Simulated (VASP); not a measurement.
**Zr: single point with PBE**

The system is Zr.

```
Zr
1.0
     3.46511    0.00000    0.00000
    -1.73256    3.00087    0.00000
     0.00000    0.00000   11.33131
Zr
4
Direct
  0.33333 0.66667 0.25000
  0.66667 0.33333 0.75000
  0.00000 0.00000 0.00000
  0.00000 0.00000 0.50000
```

This cell differs from its parent crystal: Ag replaced by Zr, lengths x 1.124, strained.

```yaml
Program: VASP 6.6.1
Task: single point
Functional: PBE
Potentials_or_basis: VASP PAW PBE potentials, release 64 (Zr_sv)
Cutoff: 520 eV
k_mesh: 15 × 15 × 4
Occupations: gaussian, width 0.1 eV
Spin: no spin polarisation
Dipole_correction: no
Further_INCAR_settings: ALGO = Normal; EDIFF = 1e-06; NBANDS = 32
```

```yaml
Pressure: -14.2 GPa
Band_gap_on_the_k_mesh: zero (band 24 reaches 7.25 eV, above the bottom of band 25 at 6.16 eV)
```

Stress tensor (GPa, compression positive):
```
-13.71   0.00   0.00
  0.00 -13.71   0.00
  0.00   0.00 -15.07
```

Levels at points of the mesh, in eV from the Fermi level:
```csv
k point,band 22,band 23,band 24,band 25,band 26,band 27
"(0.00, 0.00, 0.00)",0.05,0.46,0.73,0.73,0.79,0.80
"(0.00, 0.00, 0.50)",0.06,0.52,0.52,0.84,0.84,0.84
```

Run time: 120 s on 1 thread of Intel(R) Xeon(R) 6975P-C (Granite Rapids) (shared host), peak memory 0.38 GiB.

Caveat: the cell differs from its parent crystal (Ag replaced by Zr, lengths x 1.124, strained).
